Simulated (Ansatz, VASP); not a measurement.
P in VASP and in Ansatz

```
P
1.0
     0.00000   -7.91594    2.91891
     6.85540    3.95797    2.91891
    -6.85540    3.95797    2.91891
P
31
Cartesian
  -3.4326 -2.0397 4.9223
  -5.1658 0.9855 5.0018
  1.6984 -4.9419 4.9413
  -0.0490 0.0840 2.0281
  0.0049 -2.0397 4.9223
  -1.7139 0.9909 4.9843
  -1.7139 -1.0017 7.8588
  -3.4293 3.9484 4.9726
  3.4193 -1.9705 4.9321
  1.7381 0.9855 5.0018
  1.7293 -0.9840 7.8602
  0.0016 3.9484 4.9726
  0.0084 1.9875 7.8510
  5.1416 1.0191 4.9544
  3.4767 4.0420 4.9470
  5.1416 -0.9909 3.7724
  3.4228 2.0397 3.8344
  1.7293 4.9419 3.8155
  -5.1173 -0.9855 3.7550
  0.0016 0.0096 6.7030
  0.0049 -1.9182 0.9155
  -1.7139 1.9790 1.4595
  -1.7139 -1.0191 3.8023
  -3.3787 -4.0420 3.8097
  -3.4361 1.9705 3.8246
  1.6984 0.9840 0.8965
  1.6896 -0.9855 3.7550
  -0.0490 -4.0420 3.8097
  0.0084 1.9705 3.8246
  -1.7139 4.9596 3.8168
  3.4261 -3.9484 3.7841
```

Change from the starting cell: atom 22 (P) set half-way to the vacancy, atoms relaxed in the symmetry of that start.

Alike in both runs: functional PBE; dispersion D3(BJ); k mesh 3 × 3 × 3; occupations gaussian, width 0.1 eV; no spin polarisation.

Ansatz relaxed the structure, and its values are those at the end. VASP's run is a single point on that final structure, the one shown.

```csv
,VASP,Ansatz
version,VASP 6.6.1,Ansatz 0.2.0
potentials or method,"VASP PAW PBE potentials, release 64 (P), cutoff 520 eV","scalar-relativistic, plane waves, PAW"
valence electrons in the cell,155,155
```

Ansatz gave:

| Item | Value |
| --- | --- |
| gap on the k mesh at the Fermi level (eV) | none |
| pressure (GPa) | -1.7 |
| rms of the force components (eV/Å) | 0.003 |

**Question.** Estimate VASP's values.

**Answer.** gap on the k mesh at the Fermi level (eV): none; pressure (GPa): -1.9; rms of the force components (eV/Å): 0.026.

A gap of «none» marks a metal or a gap that the smearing closes. Ansatz's warnings: stress scf threshold loose.
